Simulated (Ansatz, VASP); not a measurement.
**One calculation of Ta3AsAu2O13, two programs**

```
Ta As Au O
1.0
     5.72385   -0.00745   -0.00403
     1.30279    6.25499    0.00561
     0.27574    1.30074    8.36754
Ta As Au O
3 1 2 13
Direct
  0.21713 0.30521 0.58431
  0.03325 0.11123 0.99855
  0.58248 0.62145 0.50482
  0.58707 0.89691 0.83049
  0.58004 0.09228 0.18613
  0.04485 0.82077 0.44682
  0.66201 0.69726 0.71088
  0.51632 0.13418 0.69625
  0.85098 0.88773 0.91932
  0.34466 0.87003 0.94651
  0.73015 0.29240 0.03095
  0.24622 0.21809 0.11075
  0.12900 0.09398 0.49104
  0.48032 0.38887 0.43499
  0.05966 0.26685 0.78594
  0.93330 0.53240 0.45645
  0.49975 0.85161 0.34971
  0.25256 0.62988 0.62473
  0.91878 0.95175 0.22636
```

Alike in both runs: functional revPBE; k mesh 4 × 4 × 3; occupations fermi-dirac, width 0.05 eV; no spin polarisation.

|  | VASP | Ansatz |
| --- | --- | --- |
| version | VASP 6.6.1 | Ansatz 0.2.0 |
| potentials or method | VASP PAW PBE potentials, release 64 (Ta_pv, As, Au, O), cutoff 520 eV | all-electron LAPW, scalar-relativistic |
| task | single point | band structure |

Ansatz gave:

```
gap on the k mesh at the Fermi level (eV)                     : 1.31
least direct gap on the mesh (eV)                             : 1.37
pressure (GPa)                                                : 2.4
traceless stress, the component that is largest in VASP (GPa) : 0.18
rms of the force components (eV/Å)                            : 0.057
```

Question: Which values does VASP return?

Answer: gap on the k mesh at the Fermi level (eV): 1.27; least direct gap on the mesh (eV): 1.33; pressure (GPa): 3.2; traceless stress, the component that is largest in VASP (GPa): 0.30; rms of the force components (eV/Å): 0.131.

VASP's potentials were made for PBE, not for revPBE. Atom by atom the forces differ by 0.107 eV/Å (rms over components). Ansatz ran all-electron here, and VASP with PAW potentials.

Spin-orbit coupling is off throughout.
